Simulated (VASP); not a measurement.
Here is a VASP 6.6.1 calculation.

The input INCAR:

```
PREC = Accurate ; ENCUT = 600
EDIFF = 1E-6 ; ISMEAR = 0
SIGMA = 0.01 ; LREAL = F
LASPH = T ; NELM = 80
ALGO = Normal ; ISIF = 3
LWAVE = F ; LCHARG = F
GGA = CA ; IBRION = 2
NSW = 80 ; EDIFFG = -0.001
PSTRESS = 400.0
```

KPOINTS

```
Automatic mesh
0
Gamma
  8 8 8
```

Contents of POSCAR:

```
SnSe
1.0
    0.0000000000      2.9462619130      2.9462619130
    2.9462619130      0.0000000000      2.9462619130
    2.9462619130      2.9462619130      0.0000000000
Sn Se
1 1
Direct
    0.0000000000      0.0000000000      0.0000000000
    0.5000000000      0.5000000000      0.5000000000
```

Potentials or basis: VASP PAW LDA potentials, release 64 (Sn_d, Se).

Run with:

```bash
$ cat potpaw_LDA.64/Sn_d/POTCAR potpaw_LDA.64/Se/POTCAR > POTCAR
$ mpirun -np 1 vasp_std > vasp.out
```

**Question.** Predict the space group after relaxing (to 0.05 Å).

**Answer.** Fm-3m (No. 225).

**Question.** Predict the relaxed volume.

**Answer.** 18.44 Å³/atom.

**Question.** Estimate the relaxed cell.

**Answer.** a = 3.736 Å, b = 3.736 Å, c = 3.736 Å, α = 60.00°, β = 60.00°, γ = 60.00°.

Final structure:
```
Sn Se
1.0
     0.00000    2.64186    2.64186
     2.64186    0.00000    2.64186
     2.64186    2.64186    0.00000
Sn Se
1 1
Direct
  0.00000 0.00000 0.00000
  0.50000 0.50000 0.50000
```

Caveat: the cell is relaxed towards a set pressure, so the enthalpy falls and the energy may rise; the volume moved by over 15 % at a fixed basis, so the end points are rough. Zero-point motion and thermal expansion aren't in these numbers.
